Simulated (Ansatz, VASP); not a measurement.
**GaN in VASP and in Ansatz**

INCAR

```
PREC = Accurate
ENCUT = 520
EDIFF = 1E-6
ISMEAR = 0
SIGMA = 0.05
LREAL = F
LASPH = T
NELM = 100
ALGO = Normal
ISIF = 2
LWAVE = F
LCHARG = F
GGA = PE
NBANDS = 16
```

The input KPOINTS:

```
regular mesh
0
Gamma
  10 10 10
```

POSCAR

```
GaN
1.0
    0.0000000000      2.3424656476      2.3424656476
    2.3424656476      0.0000000000      2.3424656476
    2.3424656476      2.3424656476      0.0000000000
Ga N
1 1
Direct
    0.0000000000      0.0000000000      0.0000000000
    0.7500000000      0.7500000000      0.7500000000
```

Input for Ansatz:

```yaml
crystal:
  lattice:
    - [0.0, 2.3424656476, 2.3424656476]
    - [2.3424656476, 0.0, 2.3424656476]
    - [2.3424656476, 2.3424656476, 0.0]
  atoms:
    - { symbol: Ga, position: [0.0, 0.0, 0.0] }
    - { symbol: "N", position: [0.75, 0.75, 0.75] }
basis:
  ecutwfc: 420
kpoints:
  mp_grid: { grid: [10, 10, 10] }
hamiltonian:
  xc: pbe
scf:
  occupations: { method: gaussian, width: 0.05 }
output:
  forces: true
  stress: true
  eigenvalues: true
```

Change from the starting cell: strain +0.030 along x and y, +0.030 along z, atoms carried along.

Alike in both runs: task single point; functional PBE; k mesh 10 × 10 × 10; occupations gaussian, width 0.05 eV; no spin polarisation.

|  | VASP | Ansatz |
| --- | --- | --- |
| version | VASP 6.6.1 | Ansatz 0.2.0 |
| potentials or method | VASP PAW PBE potentials, release 64 (Ga_d, N), cutoff 520 eV | scalar-relativistic, plane waves, PAW |
| valence electrons in the cell | 18 | 18 |

Ansatz gave:

| Item | Value |
| --- | --- |
| gap on the k mesh at the Fermi level (eV) | 0.98 |
| least direct gap on the mesh (eV) | 0.98 |
| pressure (GPa) | -12.5 |

What did VASP give for the same quantities?

gap on the k mesh at the Fermi level (eV): 0.98; least direct gap on the mesh (eV): 0.98; pressure (GPa): -12.3.
